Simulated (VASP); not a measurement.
# ZnF2 (P4_2/mnm) in VASP: further runs

Runs on ZnF2. Level: PBE. Tasks: relaxation of shape and atoms at fixed volume.

Program: VASP 6.6.1. These are calculated values, not measurements. Logs are shortened: lines on timing, memory, paths and dates and some standing lists are left out, and cuts for length are marked.

## 1. The cell of the first run

Symmetry: P4_2/mnm, No. 136, tetragonal system. Conventional cell: a = 4.752 Å, b = 4.752 Å, c = 3.143 Å, α = 90.00°, β = 90.00°, γ = 90.00°. Within 2.7 Å of Zn (site symmetry mmm) lie 6 F at 2.05 Å. F (site symmetry m2m) has 3 Zn at 2.05 Å and 1 F at 2.63 Å within 2.7 Å.

## 2. Relaxation of shape and atoms at fixed volume, PBE (11.83 Å³/atom)

Input file INCAR:

```
SYSTEM = ZnF2
PREC     = Accurate       ! precision mode
ENCUT    = 600            ! plane-wave cutoff, eV
EDIFF    = 1E-7           ! SCF threshold, eV
ISMEAR   = 0              ! smearing method
SIGMA    = 0.02           ! smearing width, eV
LREAL    = .FALSE.        ! projectors in reciprocal space
LASPH    = .TRUE.         ! aspherical terms in the spheres
NELM     = 120            ! most SCF steps
ALGO     = Normal         ! electronic algorithm
ISIF     = 4              ! what is computed and relaxed
LWAVE    = .FALSE.        ! write WAVECAR
LCHARG   = .FALSE.        ! write CHGCAR
GGA      = PE             ! functional
IBRION   = 2              ! ionic algorithm
NSW      = 50             ! ionic steps
EDIFFG   = -0.01          ! ionic threshold
GGA_COMPAT= .FALSE.      
NELMIN   = 4
```

Input file KPOINTS:

```
Automatic mesh
0
G
  6 6 8
  0 0 0
```

Input file POSCAR:

```
ZnF2
1.0
    4.7515463432      0.0000000000      0.0000000000
    0.0000000000      4.7515463432      0.0000000000
    0.0000000000      0.0000000000      3.1434137110
Zn F
2 4
Direct
    0.0000000000      0.0000000000      0.0000000000
    0.5000000000      0.5000000000      0.5000000000
    0.3043835373      0.3043835373      0.0000000000
    0.1956164627      0.8043835373      0.5000000000
    0.6956164627      0.6956164627      0.0000000000
    0.8043835373      0.1956164627      0.5000000000
```

Potentials or basis: VASP PAW PBE potentials, release 64 (Zn, F).

Command:

```console
cat potpaw_PBE.64/Zn/POTCAR potpaw_PBE.64/F/POTCAR > POTCAR
mpirun -np 1 vasp_std > vasp.out
```

OUTCAR:

```text
SYSTEM = ZnF2
   PREC = Accurate
   ENCUT = 600
   EDIFF = 1E-7
   ISMEAR = 0
   LREAL = .FALSE.
   LASPH = .TRUE.
   NELM = 120
   ISIF = 4
   GGA = PE
   IBRION = 2
   NSW = 50
   EDIFFG = -0.01
   NELMIN = 4

 ion  position               nearest neighbor table
   1  0.000  0.000  0.000-   3 2.05   5 2.05   4 2.05   6 2.05   4 2.05   6 2.05
   2  0.500  0.500  0.500-   4 2.05   6 2.05   5 2.05   3 2.05   3 2.05   5 2.05
   3  0.304  0.304  0.000-   1 2.05   2 2.05   2 2.05
   4  0.196  0.804  0.500-   2 2.05   1 2.05   1 2.05
   5  0.696  0.696  0.000-   1 2.05   2 2.05   2 2.05
   6  0.804  0.196  0.500-   2 2.05   1 2.05   1 2.05

  LATTYP: Found a simple tetragonal cell.
 ALAT       =     4.7515463432
 C/A-ratio  =     0.6615559407

  Lattice vectors:

 A1 = (   4.7515463432,   0.0000000000,   0.0000000000)
 A2 = (   0.0000000000,   4.7515463432,   0.0000000000)
 A3 = (   0.0000000000,   0.0000000000,   3.1434137110)

Analysis of symmetry for initial positions (statically):
=====================================================================
 Subroutine PRICEL returns:
 Original cell was already a primitive cell.

 Routine SETGRP: Setting up the symmetry group for a
 simple tetragonal supercell.

 Subroutine GETGRP returns: Found 16 space group operations
 (whereof  8 operations were pure point group operations)
 out of a pool of 16 trial point group operations.

The static configuration has the point symmetry D_2h.
 The point group associated with its full space group is D_4h.

Analysis of symmetry for dynamics (positions and initial velocities):
=====================================================================
 Subroutine PRICEL returns:
 Original cell was already a primitive cell.

 Routine SETGRP: Setting up the symmetry group for a
 simple tetragonal supercell.

 Subroutine GETGRP returns: Found 16 space group operations
 (whereof  8 operations were pure point group operations)
 out of a pool of 16 trial point group operations.

The dynamic configuration has the point symmetry D_2h.
 The point group associated with its full space group is D_4h.

 Subroutine INISYM returns: Found 16 space group operations
 (whereof  8 operations are pure point group operations),
 and found     1 'primitive' translations

----------------------------------------------------------------------------------------

                                     Primitive cell

  volume of cell :      70.9695

  direct lattice vectors                    reciprocal lattice vectors
     4.751546343  0.000000000  0.000000000     0.210457802  0.000000000  0.000000000
     0.000000000  4.751546343  0.000000000     0.000000000  0.210457802  0.000000000
     0.000000000  0.000000000  3.143413711     0.000000000  0.000000000  0.318125481

  length of vectors
     4.751546343  4.751546343  3.143413711     0.210457802  0.210457802  0.318125481

  position of ions in fractional coordinates (direct lattice)
     0.000000000  0.000000000  0.000000000
     0.500000000  0.500000000  0.500000000
     0.304383537  0.304383537  0.000000000
     0.195616463  0.804383537  0.500000000
     0.695616463  0.695616463  0.000000000
     0.804383537  0.195616463  0.500000000

  ion indices of the primitive-cell ions
   primitive index   ion index
                 1           1
                 2           2
                 3           3
                 4           4
                 5           5
                 6           6

----------------------------------------------------------------------------------------

 KPOINTS: Automatic mesh

Automatic generation of k-mesh.
 Grid dimensions read from file:
 generate k-points for:    6    6    8

 Generating k-lattice:

  Cartesian coordinates                     Fractional coordinates (reciprocal lattice)
     0.035076300  0.000000000  0.000000000     0.166666667  0.000000000  0.000000000
     0.000000000  0.035076300  0.000000000     0.000000000  0.166666667  0.000000000
     0.000000000  0.000000000  0.039765685     0.000000000  0.000000000  0.125000000

  Length of vectors
     0.035076300  0.035076300  0.039765685

  Shift w.r.t. Gamma in fractional coordinates (k-lattice)
     0.000000000  0.000000000  0.000000000

 Subroutine IBZKPT returns following result:
 ===========================================

 Found     50 irreducible k-points:

 Following reciprocal coordinates:
            Coordinates               Weight
  0.000000  0.000000  0.000000      1.000000
  0.166667  0.000000  0.000000      4.000000
  0.333333  0.000000  0.000000      4.000000
  0.500000  0.000000  0.000000      2.000000
  0.166667  0.166667  0.000000      4.000000
  0.333333  0.166667  0.000000      8.000000
[... 16 lines left out ...]
  0.333333  0.000000  0.250000      8.000000
  0.500000  0.000000  0.250000      4.000000
 [... further k-points ...]
   k-points           NKPTS =     50   k-points in BZ     NKDIM =     50   number of bands    NBANDS=     31
   number of dos      NEDOS =    301   number of ions     NIONS =      6
   total plane-waves  NPLWV =  44800
   dimension x,y,z NGX =    40 NGY =   40 NGZ =   28
   dimension x,y,z NGXF=    80 NGYF=   80 NGZF=   56
   ions per type =               2   4
   NGX,Y,Z   is equivalent  to a cutoff of  14.00, 14.00, 14.81 a.u.
   NGXF,Y,Z  is equivalent  to a cutoff of  27.99, 27.99, 29.62 a.u.
 SYSTEM =  ZnF2
   PREC   = accura    normal or accurate (medium, high low for compatibility)
   ISTART =      0    job   : 0-new  1-cont  2-samecut
   ICHARG =      2    charge: 1-file 2-atom 10-const
   ISPIN  =      1    spin polarized calculation?
   LNONCOLLINEAR =      F non collinear calculations
   LSORBIT =      F    spin-orbit coupling
   LASPH  =      T    aspherical Exc in radial PAW
   ENCUT  =  600.0 eV  44.10 Ry    6.64 a.u.   9.49  9.49  6.28*2*pi/ulx,y,z
   NELM   =    120;   NELMIN=  4; NELMDL= -5     # of ELM steps
   EDIFF  = 0.1E-06   stopping-criterion for ELM
   LREAL  =      F    real-space projection
   EDIFFG = -.1E-01   stopping-criterion for IOM
   NSW    =     50    number of steps for IOM
   IBRION =      2    ionic relax: 0-MD 1-quasi-New 2-CG
   NFREE  =      1    steps in history (QN), initial steepest desc. (CG)
   ISIF   =      4    stress and relaxation
   ISYM   =      2    0-nonsym 1-usesym 2-fastsym
   POTIM  = 0.5000    time-step for ionic-motion
   TEBEG  =    0.0;   TEEND  =   0.0 temperature during run
   PSTRESS=    0.0 pullay stress
   NELECT =      52.0000    total number of electrons
   NUPDOWN=      -1.0000    fix difference up-down
   EMIN   =  10.00;   EMAX   =-10.00  energy-range for DOS
   EFERMI =   0.00;   METHOD = LEGACY
   ISMEAR =     0;   SIGMA  =   0.02  broadening in eV -4-tet -1-fermi 0-gaus
   EFERMI_NEDOS =   21; number of points for ismear=-14 and -15
   IALGO  =     38    algorithm
   IMIX   =      4    mixing-type and parameters
     AMIX     =   0.40;   BMIX     =  1.00
     AMIX_MAG =   1.60;   BMIX_MAG =  1.00
  volume/ion in A,a.u.               =      11.83        79.82
  Fermi-wavevector in a.u.,A,eV,Ry     =   1.475884  2.789016 29.636653  2.178233
  Thomas-Fermi vector in A             =   2.590478
   LORBIT       =      0    0 simple, 1 ext, 2 COOP (PROOUT), +10 PAW based schemes
   GGA     = PE    functional components
   LHFCALC =     F    Hartree Fock is set to
   AEXX    =    0.0000 exact exchange contribution
   IVDW    =     0    specifies the selected vdW correction
   LEPSILON=     F    determine dielectric tensor
   LRPA    =     F    only Hartree local field effects (RPA)
 conjugate gradient relaxation of ions
 non-spin polarized calculation
 Gauss-broadening in eV      SIGMA  =   0.02
  energy-cutoff  :      600.00
  volume of cell :       70.97
 maximum number of plane-waves:      2386
 NGX is ok and might be reduce to    40
   NGX = 19   NGY = 19   NGZ = 13

--------------------------------------- Ionic step        1  -------------------------------------------

 number of electron      51.9999991 magnetization

 Free energy of the ion-electron system (eV)
  ---------------------------------------------------
  ext. energy  EPLUGINS =         0.00000000
  ---------------------------------------------------
  free energy    TOTEN  =       -23.21788718 eV

  energy without entropy =      -23.21788718  energy(sigma->0) =      -23.21788718

------------------------ aborting loop because EDIFF is reached ----------------------------------------

  FORCE on cell =-STRESS in cart. coord.  units (eV):
  Direction    XX          YY          ZZ          XY          YZ          ZX
  --------------------------------------------------------------------------------------
  -------------------------------------------------------------------------------------
  Total        1.5299941      1.5299941      2.0030390      0.0000000      0.0000000      0.0000000
  in kB       34.5405192     34.5405192     45.2197873      0.0000000      0.0000000      0.0000000
  external PRESSURE =      38.1002752 kB  Pullay stress =       0.0000000 kB
[... 65 lines left out ...]
  energy  without entropy=      -23.2196493616  energy(sigma->0) =      -23.21964936

--------------------------------------- Ionic step        3  -------------------------------------------

 number of electron      51.9999999 magnetization

 Free energy of the ion-electron system (eV)
  ---------------------------------------------------
  ext. energy  EPLUGINS =         0.00000000
  ---------------------------------------------------
  free energy    TOTEN  =       -23.22066312 eV

  energy without entropy =      -23.22066312  energy(sigma->0) =      -23.22066312

 E-fermi :  -1.2490     XC(G=0): -10.1565

 val. band max:       -1.3614505569   @ k =   0.0000   0.0000   0.0000
 cond. band min:       2.0895906485   @ k =   0.0000   0.0000   0.0000
 fundamental gap:      3.4510412054
 Fermi energy:        -1.2490143000

 k-point     1 :       0.0000    0.0000    0.0000
  band No.  band energies     occupation
      1     -23.0521      2.00000
      2     -22.3200      2.00000
      3     -22.3200      2.00000
      4     -22.2841      2.00000
      5      -7.3929      2.00000
      6      -6.5578      2.00000
[... 805 lines left out ...]
     30       9.9660      0.00000
     31      11.4070      0.00000

 [... further k-points ...]

------------------------ aborting loop because EDIFF is reached ----------------------------------------

  FORCE on cell =-STRESS in cart. coord.  units (eV):
  Direction    XX          YY          ZZ          XY          YZ          ZX
  --------------------------------------------------------------------------------------
  -------------------------------------------------------------------------------------
  Total        1.5318466      1.5318466      1.5984046      0.0000000      0.0000000      0.0000000
  in kB       34.5823406     34.5823406     36.0849272      0.0000000      0.0000000      0.0000000
  external PRESSURE =      35.0832028 kB  Pullay stress =       0.0000000 kB
[... 21 lines left out ...]
  FREE ENERGIE OF THE ION-ELECTRON SYSTEM (eV)
  ---------------------------------------------------
  free  energy   TOTEN  =       -23.2206631161 eV

  energy  without entropy=      -23.2206631161  energy(sigma->0) =      -23.22066312

 reached required accuracy - stopping structural energy minimisation
```

It took 4.6 min on 1 thread of Oxide Virtual Turin-like, shared host; peak memory 0.23 GiB.

What came out:

```
Free energy                  : -23.2207 eV
Energy gained by relaxing    : 0.5 meV/atom
Ionic steps                  : 3
Pressure after relaxing      : 3.5 GPa
Largest force after relaxing : 0.009 eV/Å
Band gap on the k mesh       : 3.45 eV
```

Forces on the atoms (eV/Å):
```
Zn   0.000  0.000  0.000
Zn   0.000  0.000  0.000
F    0.007  0.007  0.000
F   -0.007  0.007  0.000
F   -0.007 -0.007  0.000
F    0.007 -0.007  0.000
```

Stress tensor (GPa, compression positive):
```
3.46 0.00 0.00
0.00 3.46 0.00
0.00 0.00 3.61
```

The path:
```csv
step,energy change (eV),largest force (eV/Å),pressure (GPa),volume (Å³)
1,0.0000,0.0722,3.81,70.97
2,-0.0018,0.0393,3.68,70.97
3,-0.0028,0.0093,3.51,70.97
```

Final structure:
```xyz
6
Lattice="4.7365 0.0000 0.0000 0.0000 4.7365 0.0000 0.0000 0.0000 3.1634" Properties=species:S:1:pos:R:3 pbc="T T T"
Zn    0.0000    0.0000    0.0000
Zn    2.3683    2.3683    1.5817
F     1.4356    1.4356    0.0000
F     0.9327    3.8039    1.5817
F     3.3010    3.3010    0.0000
F     3.8039    0.9327    1.5817
```

Levels at points of the mesh, in eV from the valence-band top:
```
           k point  band 23  band 24  band 25  band 26  band 27  band 28  band 29  band 30
(0.00, 0.00, 0.00)    -1.08    -0.34    -0.34     0.00     3.45     9.20     9.63     9.63
(0.50, 0.00, 0.00)    -0.61    -0.61    -0.42    -0.42     6.03     6.03    10.53    10.53
(0.50, 0.50, 0.00)    -1.18    -1.18    -0.35    -0.35     6.92     6.92     9.17     9.17
(0.00, 0.00, 0.50)    -1.27    -1.27    -1.23    -1.23     8.13     8.13    11.83    11.83
(0.50, 0.00, 0.50)    -1.26    -1.26    -0.05    -0.05     8.62     8.62    10.30    10.30
(0.50, 0.50, 0.50)    -1.22    -1.22    -0.77    -0.77     7.97     7.97    11.50    11.50
```

A k mesh can miss the band edges.

## 3. Relaxation of shape and atoms at fixed volume, PBE (12.56 Å³/atom)

This run uses another cell than the first one, of 12.56 Å³/atom.

Input file INCAR:

```
SYSTEM = ZnF2
PREC = Accurate
ENCUT = 600
EDIFF = 1E-7
ISMEAR = 0
SIGMA = 0.02
LREAL = .FALSE.
LASPH = .TRUE.
NELM = 120
ALGO = Normal
ISIF = 4
LWAVE = .FALSE.
LCHARG = .FALSE.
GGA = PE
IBRION = 2
NSW = 50
EDIFFG = -0.01
GGA_COMPAT = .FALSE.
NELMIN = 4
```

Input file KPOINTS:

```
regular mesh
0
G
  6 6 8
  0 0 0
```

Edit POSCAR of step 2 so:

```diff
@@ -2,5 +2,5 @@
 1.0
-    4.7515463432      0.0000000000      0.0000000000
-    0.0000000000      4.7515463432      0.0000000000
-    0.0000000000      0.0000000000      3.1434137110
+    4.8475630476      0.0000000000      0.0000000000
+    0.0000000000      4.8475630476      0.0000000000
+    0.0000000000      0.0000000000      3.2069341322
 Zn F
```

Potentials or basis: VASP PAW PBE potentials, release 64 (Zn, F).

Command:

```console
cat potpaw_PBE.64/Zn/POTCAR potpaw_PBE.64/F/POTCAR > POTCAR
mpirun -np 1 vasp_std > vasp.out
```

It took 3.6 min on 1 thread of Oxide Virtual Turin-like, shared host; peak memory 0.24 GiB.

It converged, with:

| Item | Value |
| --- | --- |
| Free energy | -23.2441 eV |
| Energy gained by relaxing | 0.2 meV/atom |
| Ionic steps | 3 |
| Pressure after relaxing | -2.4 GPa |
| Largest force after relaxing | 0.006 eV/Å |
| Band gap on the k mesh | 3.41 eV (least direct gap 3.44 eV) |

Forces in eV/Å, atoms in the order of the input:
```
Zn   0.000  0.000  0.000
Zn   0.000  0.000  0.000
F    0.004  0.004  0.000
F   -0.004  0.004  0.000
F   -0.004 -0.004  0.000
F    0.004 -0.004  0.000
```

Stress tensor (GPa, compression positive):
```
-2.37  0.00  0.00
 0.00 -2.37  0.00
 0.00  0.00 -2.46
```

Step by step:
```tsv
step	energy change (eV)	largest force (eV/Å)	pressure (GPa)	volume (Å³)
1	0.0000	0.0383	-2.57	75.36
2	-0.0004	0.0278	-2.52	75.36
3	-0.0009	0.0056	-2.40	75.36
```

Final structure:
```yaml
crystal:
  lattice:
    - [4.85570, 0.00000, 0.00000]
    - [0.00000, 4.85570, 0.00000]
    - [0.00000, 0.00000, 3.19620]
  atoms:
    - { symbol: Zn, position: [0.00000, 0.00000, 0.00000] }
    - { symbol: Zn, position: [0.50000, 0.50000, 0.50000] }
    - { symbol: F, position: [0.30523, 0.30523, 0.00000] }
    - { symbol: F, position: [0.19477, 0.80523, 0.50000] }
    - { symbol: F, position: [0.69477, 0.69477, 0.00000] }
    - { symbol: F, position: [0.80523, 0.19477, 0.50000] }
```

Levels at points of the mesh, in eV from the valence-band top:
```
           k point  band 23  band 24  band 25  band 26  band 27  band 28  band 29  band 30
(0.00, 0.00, 0.00)    -0.76    -0.19    -0.19    -0.04     3.41     8.83     9.64     9.64
(0.50, 0.00, 0.00)    -0.52    -0.52    -0.25    -0.25     5.86     5.86    10.49    10.49
(0.50, 0.50, 0.00)    -0.94    -0.94    -0.21    -0.21     6.65     6.65     9.12     9.12
(0.00, 0.00, 0.50)    -1.03    -1.03    -1.02    -1.02     7.92     7.92    11.63    11.63
(0.50, 0.00, 0.50)    -1.02    -1.02     0.00     0.00     8.32     8.32    10.21    10.21
(0.50, 0.50, 0.50)    -1.02    -1.02    -0.75    -0.75     7.75     7.75    11.42    11.42
```
